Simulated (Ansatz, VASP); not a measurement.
# Two plane-wave programs on In5P6

```
P In
1.0
     4.15650    0.00000    0.00000
     0.00000    4.15650    0.00000
     0.00000    0.00000   29.69546
P In
6 5
Cartesian
  0.0000 2.0783 7.5000
  2.0783 0.0000 10.4391
  0.0000 2.0783 13.3782
  2.0783 0.0000 16.3173
  0.0000 2.0783 19.2564
  2.0783 0.0000 22.1955
  2.0783 2.0783 8.9695
  0.0000 0.0000 11.9086
  2.0783 2.0783 14.8477
  0.0000 0.0000 17.7868
  2.0783 2.0783 20.7259
```

Alike in both runs: task single point; functional PBEsol; k mesh 8 × 8 × 1; occupations gaussian, width 0.05 eV; no spin polarisation.

```csv
,VASP,Ansatz
version,VASP 6.6.1,Ansatz 0.2.0
potentials or method,"VASP PAW PBE potentials, release 64 (P, In_d), cutoff 520 eV","scalar-relativistic, plane waves, PAW"
valence electrons in the cell,95,95
```

|  | VASP | Ansatz | Ansatz less VASP |
| --- | --- | --- | --- |
| gap on the k mesh at the Fermi level (eV) | none | none | - |
| rms of the force components (eV/Å) | 0.119 | 0.118 | -0.0010 |

VASP's potentials were made for PBE, not for PBEsol. A gap of «none» marks a metal or a gap that the smearing closes.
